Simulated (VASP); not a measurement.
# SmBiH3 (P4/mmm) in VASP: single point with PBE

Aim: the single point of SmBiH3 with PBE.

All numbers are computed with VASP 6.6.1; they aren't measurements. Logs are shortened: lines on timing, memory, paths and dates and some standing lists are left out, and cuts for length are marked.

## 1. The cell of the first run

It takes space group P4/mmm (No. 123, tetragonal). The conventional cell has a = 4.525 Å, b = 4.525 Å, c = 3.957 Å, α = 90.00°, β = 90.00°, γ = 90.00°. Sm (site symmetry 4/mmm) has 2 H at 1.98 Å within 2.6 Å. Bi (site symmetry 4/mmm) has 16 H at 3.01 to 3.76 Å and 4 Sm at 3.20 Å and 2 Bi at 3.96 Å within 4.0 Å. Within 3.2 Å of H (site symmetry mmm) lie 6 H at 2.26 to 3.20 Å and 4 Sm at 3.01 Å and 4 Bi at 3.01 Å. Within 2.6 Å of H (site symmetry 4/mmm) lie 2 Sm at 1.98 Å and 4 H at 2.26 Å.

## 2. Single point, PBE

The input, POSCAR:

```
SmBiH3
1.0
    4.5249374706      0.0000000000      0.0000000000
    0.0000000000      4.5249374706      0.0000000000
    0.0000000000      0.0000000000      3.9570695628
Sm Bi H
1 1 3
Direct
    0.5000000000      0.5000000000      0.0000000000
    0.0000000000      0.0000000000      0.0000000000
    0.5000000000      0.0000000000      0.5000000000
    0.0000000000      0.5000000000      0.5000000000
    0.5000000000      0.5000000000      0.5000000000
```

The input, INCAR.step1:

```
SYSTEM = SmBiH3
PREC = Accurate
ENCUT = 400
EDIFF = 1E-6
ISMEAR = 0
SIGMA = 0.1
LREAL = .FALSE.
LASPH = .TRUE.
NELM = 200
ALGO = Normal
ISIF = 2
LWAVE = .FALSE.
LCHARG = .TRUE.
LMAXMIX = 6
GGA = PE
NBANDS = 22
GGA_COMPAT = .FALSE.
NEDOS = 2001
LORBIT = 11
```

The input, KPOINTS.step1:

```
regular mesh
0
G
  8 8 10
  0 0 0
```

The input, INCAR.step2:

```
SYSTEM = SmBiH3
PREC = Accurate
ENCUT = 400
EDIFF = 1E-6
ISMEAR = -5
SIGMA = 0.1
LREAL = .FALSE.
LASPH = .TRUE.
NELM = 200
ALGO = Normal
ISIF = 2
LWAVE = .FALSE.
LCHARG = .FALSE.
LMAXMIX = 6
GGA = PE
LORBIT = 11
NEDOS = 2001
ICHARG = 11
GGA_COMPAT = .FALSE.
```

The input, KPOINTS.step2:

```
regular mesh
0
G
  12 12 15
  0 0 0
```

Potentials or basis: VASP PAW PBE potentials, release 64 (Sm_3, Bi_d, H), 4f in core.

Launch:

```
> cat potpaw_PBE.64/Sm_3/POTCAR potpaw_PBE.64/Bi_d/POTCAR potpaw_PBE.64/H/POTCAR > POTCAR
> cp INCAR.step1 INCAR
> cp KPOINTS.step1 KPOINTS
> mpirun -np 1 vasp_std > vasp.out
> cp INCAR.step2 INCAR
> cp KPOINTS.step2 KPOINTS
> mpirun -np 1 vasp_std > vasp.out
```

OUTCAR:

```text
SYSTEM = SmBiH3
   PREC = Accurate
   ENCUT = 400
   EDIFF = 1E-6
   ISMEAR = -5
   LREAL = .FALSE.
   LASPH = .TRUE.
   NELM = 200
   ISIF = 2
   GGA = PE
   LORBIT = 11
   ICHARG = 11

 ion  position               nearest neighbor table
   1  0.500  0.500  0.000-   5 1.98   5 1.98   2 3.20   2 3.20   2 3.20   2 3.20
   2  0.000  0.000  0.000-   1 3.20   1 3.20   1 3.20   1 3.20
   3  0.500  0.000  0.500-
   4  0.000  0.500  0.500-
   5  0.500  0.500  0.500-   1 1.98   1 1.98

  LATTYP: Found a simple tetragonal cell.
 ALAT       =     4.5249374706
 C/A-ratio  =     0.8745025956

  Lattice vectors:

 A1 = (   4.5249374706,   0.0000000000,   0.0000000000)
 A2 = (   0.0000000000,   4.5249374706,   0.0000000000)
 A3 = (   0.0000000000,   0.0000000000,   3.9570695628)

Analysis of symmetry for initial positions (statically):
=====================================================================
 Subroutine PRICEL returns:
 Original cell was already a primitive cell.

 Routine SETGRP: Setting up the symmetry group for a
 simple tetragonal supercell.

 Subroutine GETGRP returns: Found 16 space group operations
 (whereof 16 operations were pure point group operations)
 out of a pool of 16 trial point group operations.

The static configuration has the point symmetry D_4h.

Analysis of symmetry for dynamics (positions and initial velocities):
=====================================================================
 Subroutine PRICEL returns:
 Original cell was already a primitive cell.

 Routine SETGRP: Setting up the symmetry group for a
 simple tetragonal supercell.

 Subroutine GETGRP returns: Found 16 space group operations
 (whereof 16 operations were pure point group operations)
 out of a pool of 16 trial point group operations.

The dynamic configuration has the point symmetry D_4h.

 Subroutine INISYM returns: Found 16 space group operations
 (whereof 16 operations are pure point group operations),
 and found     1 'primitive' translations

----------------------------------------------------------------------------------------

                                     Primitive cell

  volume of cell :      81.0212

  direct lattice vectors                    reciprocal lattice vectors
     4.524937471  0.000000000  0.000000000     0.220997529  0.000000000  0.000000000
     0.000000000  4.524937471  0.000000000     0.000000000  0.220997529  0.000000000
     0.000000000  0.000000000  3.957069563     0.000000000  0.000000000  0.252712262

  length of vectors
     4.524937471  4.524937471  3.957069563     0.220997529  0.220997529  0.252712262

  position of ions in fractional coordinates (direct lattice)
     0.500000000  0.500000000  0.000000000
     0.000000000  0.000000000  0.000000000
     0.500000000  0.000000000  0.500000000
     0.000000000  0.500000000  0.500000000
     0.500000000  0.500000000  0.500000000

  ion indices of the primitive-cell ions
   primitive index   ion index
                 1           1
                 2           2
                 3           3
                 4           4
                 5           5

----------------------------------------------------------------------------------------

 KPOINTS: regular mesh

Automatic generation of k-mesh.
 Grid dimensions read from file:
 generate k-points for:   12   12   15

 Generating k-lattice:

  Cartesian coordinates                     Fractional coordinates (reciprocal lattice)
     0.018416461  0.000000000  0.000000000     0.083333333  0.000000000  0.000000000
     0.000000000  0.018416461  0.000000000     0.000000000  0.083333333  0.000000000
     0.000000000  0.000000000  0.016847484     0.000000000  0.000000000  0.066666667

  Length of vectors
     0.018416461  0.018416461  0.016847484

  Shift w.r.t. Gamma in fractional coordinates (k-lattice)
     0.000000000  0.000000000  0.000000000

 TETIRR: Found   3246 inequivalent tetrahedra from    12960

 Subroutine IBZKPT returns following result:
 ===========================================

 Found    224 irreducible k-points:

 Following reciprocal coordinates:
            Coordinates               Weight
  0.000000  0.000000  0.000000      1.000000
  0.083333  0.000000  0.000000      4.000000
  0.166667  0.000000  0.000000      4.000000
  0.250000  0.000000  0.000000      4.000000
  0.333333  0.000000  0.000000      4.000000
  0.416667  0.000000  0.000000      4.000000
[... 16 lines left out ...]
  0.333333  0.333333  0.000000      4.000000
  0.416667  0.333333  0.000000      8.000000
 [... further k-points ...]
   k-points           NKPTS =    224   k-points in BZ     NKDIM =    224   number of bands    NBANDS=     18
   number of dos      NEDOS =   2001   number of ions     NIONS =      5
   total plane-waves  NPLWV =  25200
   dimension x,y,z NGX =    30 NGY =   30 NGZ =   28
   dimension x,y,z NGXF=    60 NGYF=   60 NGZF=   56
   ions per type =               1   1   3
   NGX,Y,Z   is equivalent  to a cutoff of  11.02, 11.02, 11.76 a.u.
   NGXF,Y,Z  is equivalent  to a cutoff of  22.04, 22.04, 23.53 a.u.
 SYSTEM =  SmBiH3
   PREC   = accura    normal or accurate (medium, high low for compatibility)
   ISTART =      0    job   : 0-new  1-cont  2-samecut
   ICHARG =     11    charge: 1-file 2-atom 10-const
   ISPIN  =      1    spin polarized calculation?
   LNONCOLLINEAR =      F non collinear calculations
   LSORBIT =      F    spin-orbit coupling
   LASPH  =      T    aspherical Exc in radial PAW
   ENCUT  =  400.0 eV  29.40 Ry    5.42 a.u.   7.38  7.38  6.45*2*pi/ulx,y,z
   NELM   =    200;   NELMIN=  2; NELMDL=  0     # of ELM steps
   EDIFF  = 0.1E-05   stopping-criterion for ELM
   LREAL  =      F    real-space projection
   EDIFFG = 0.1E-04   stopping-criterion for IOM
   NSW    =      0    number of steps for IOM
   IBRION =     -1    ionic relax: 0-MD 1-quasi-New 2-CG
   NFREE  =      0    steps in history (QN), initial steepest desc. (CG)
   ISIF   =      2    stress and relaxation
   ISYM   =      2    0-nonsym 1-usesym 2-fastsym
   POTIM  = 0.5000    time-step for ionic-motion
   TEBEG  =    0.0;   TEEND  =   0.0 temperature during run
   PSTRESS=    0.0 pullay stress
   NELECT =      29.0000    total number of electrons
   NUPDOWN=      -1.0000    fix difference up-down
   EMIN   =  10.00;   EMAX   =-10.00  energy-range for DOS
   EFERMI =   0.00;   METHOD = LEGACY
   ISMEAR =    -5;   SIGMA  =   0.10  broadening in eV -4-tet -1-fermi 0-gaus
   EFERMI_NEDOS =   21; number of points for ismear=-14 and -15
   IALGO  =     38    algorithm
   IMIX   =      4    mixing-type and parameters
     AMIX     =   0.40;   BMIX     =  1.00
     AMIX_MAG =   1.60;   BMIX_MAG =  1.00
  volume/ion in A,a.u.               =      16.20       109.35
  Fermi-wavevector in a.u.,A,eV,Ry     =   1.162361  2.196545 18.382617  1.351084
  Thomas-Fermi vector in A             =   2.298923
   LORBIT       =     11    0 simple, 1 ext, 2 COOP (PROOUT), +10 PAW based schemes
   GGA     = PE    functional components
   LHFCALC =     F    Hartree Fock is set to
   AEXX    =    0.0000 exact exchange contribution
   IVDW    =     0    specifies the selected vdW correction
   LEPSILON=     F    determine dielectric tensor
   LRPA    =     F    only Hartree local field effects (RPA)
 non-spin polarized calculation
 Fermi weights with tetrahedron method with Bloechl corrections
  energy-cutoff  :      400.00
  volume of cell :       81.02
 maximum number of plane-waves:      1493
 NGX is ok and might be reduce to    30

 number of electron      29.0000013 magnetization

 Free energy of the ion-electron system (eV)
  ---------------------------------------------------
  ext. energy  EPLUGINS =         0.00000000
  ---------------------------------------------------
  free energy    TOTEN  =       -17.07756004 eV

  energy without entropy =      -17.07756004  energy(sigma->0) =      -17.07756004

 E-fermi :   3.6607     XC(G=0):  -9.6445

 val. band max:        3.8041834421   @ k =   0.1667   0.1667   0.0000
 cond. band min:       3.6210101714   @ k =   0.2500   0.0000   0.1333
 fundamental gap:     -0.1831732706
 Fermi energy:         3.6606794300

 k-point     1 :       0.0000    0.0000    0.0000
  band No.  band energies     occupation
      1     -37.3055      2.00000
      2     -18.9702      2.00000
      3     -18.8741      2.00000
      4     -18.8741      2.00000
      5     -18.8134      2.00000
      6     -18.7607      2.00000
[... 10 lines left out ...]
     17       5.8901      0.00000
     18       7.0648      0.00000

 k-point     2 :       0.0833    0.0000    0.0000
  band No.  band energies     occupation
      1     -37.3054      2.00000
      2     -18.9714      2.00000
      3     -18.8745      2.00000
      4     -18.8741      2.00000
      5     -18.8176      2.00000
      6     -18.7603      2.00000
[... 10 lines left out ...]
     17       6.1472      0.00000
     18       7.0153      0.00000

 k-point     3 :       0.1667    0.0000    0.0000
  band No.  band energies     occupation
      1     -37.3050      2.00000
      2     -18.9746      2.00000
      3     -18.8754      2.00000
      4     -18.8741      2.00000
      5     -18.8290      2.00000
      6     -18.7592      2.00000
[... 10 lines left out ...]
     17       6.7694      0.00000
     18       6.9140      0.00000

 k-point     4 :       0.2500    0.0000    0.0000
  band No.  band energies     occupation
      1     -37.3044      2.00000
      2     -18.9792      2.00000
      3     -18.8765      2.00000
      4     -18.8740      2.00000
      5     -18.8442      2.00000
      6     -18.7577      2.00000
[... 375 lines left out ...]
      4     -18.8751      2.00000
      5     -18.8431      2.00000
      6     -18.7488      2.00000
[... 10 lines left out ...]
     17       6.7599      0.00000
     18       6.9218      0.00000

 k-point    23 :       0.3333    0.3333    0.0000
  band No.  band energies     occupation
      1     -37.3028      2.00000
      2     -18.9762      2.00000
      3     -18.8767      2.00000
      4     -18.8758      2.00000
      5     -18.8341      2.00000
      6     -18.7485      2.00000
[... 10 lines left out ...]
     17       6.5529      0.00000
     18       6.7985      0.00000

 k-point    24 :       0.4167    0.3333    0.0000
  band No.  band energies     occupation
      1     -37.3025      2.00000
      2     -18.9734      2.00000
      3     -18.8769      2.00000
      4     -18.8758      2.00000
      5     -18.8288      2.00000
      6     -18.7465      2.00000
[... 10 lines left out ...]
     17       6.5253      0.00000
     18       6.9523      0.00000

 [... further k-points ...]
[... 5 lines left out ...]
  --------------------------------------------------------------------------------------
  -------------------------------------------------------------------------------------
  Total       -0.1661440     -0.1661440     -0.1758186      0.0000000      0.0000000     -0.0000000
  in kB       -3.2854619     -3.2854619     -3.4767739      0.0000000      0.0000000     -0.0000000
  external PRESSURE =      -3.3492325 kB  Pullay stress =       0.0000000 kB

 VOLUME and BASIS-vectors are now :
 -----------------------------------------------------------------------------
  energy-cutoff  :      400.00
  volume of cell :       81.02
      direct lattice vectors                 reciprocal lattice vectors
     4.524937471  0.000000000  0.000000000     0.220997529  0.000000000  0.000000000
     0.000000000  4.524937471  0.000000000     0.000000000  0.220997529  0.000000000
     0.000000000  0.000000000  3.957069563     0.000000000  0.000000000  0.252712262

 POSITION                                       TOTAL-FORCE (eV/Angst)
 -----------------------------------------------------------------------------------
      2.26247      2.26247      0.00000         0.000000      0.000000      0.000000
      0.00000      0.00000      0.00000         0.000000      0.000000      0.000000
      2.26247      0.00000      1.97853         0.000000      0.000000      0.000000
      0.00000      2.26247      1.97853         0.000000      0.000000      0.000000
      2.26247      2.26247      1.97853         0.000000      0.000000      0.000000
 -----------------------------------------------------------------------------------
    total drift:                                0.000000      0.000000     -0.000000

  FREE ENERGIE OF THE ION-ELECTRON SYSTEM (eV)
  ---------------------------------------------------
  free  energy   TOTEN  =       -17.0775600402 eV

  energy  without entropy=      -17.0775600402  energy(sigma->0) =      -17.07756004

 total charge

# of ion       s       p       d       tot
------------------------------------------
    1        2.139   5.953   0.927   9.019
    2        1.515   1.423   9.897  12.835
    3        0.406   0.004   0.000   0.410
    4        0.406   0.004   0.000   0.410
    5        0.592   0.008   0.000   0.600
--------------------------------------------------
tot          5.058   7.392  10.824  23.274
```

It took 3.9 min on 1 thread of Intel Xeon 6975P-C (Granite Rapids), shared host; peak memory 0.35 GiB.

Results:

| Quantity | Value |
| --- | --- |
| Valence electrons inside the program's atomic spheres | Sm 9.02; Bi 12.84; H 0.41, 0.60 (each value once) |

Levels at points of the mesh, in eV from the Fermi level:
```csv
k point,band 10,band 11,band 12,band 13,band 14,band 15,band 16,band 17,band 18
"(0.00, 0.00, 0.00)",-11.22,-5.26,-2.56,-0.43,-0.38,-0.38,1.18,2.23,3.40
"(0.50, 0.00, 0.00)",-10.56,-5.80,-3.56,-1.96,-1.90,0.62,1.56,3.23,3.64
"(0.50, 0.50, 0.00)",-10.68,-4.59,-3.99,-3.99,1.93,2.01,2.01,2.71,2.75
```

Caveat: spin-orbit coupling is left out, which moves the levels of the heavy elements; the 4f electrons are frozen in the core, so they carry no moment and show no levels; tetrahedron occupations give inexact forces and stress in metals.
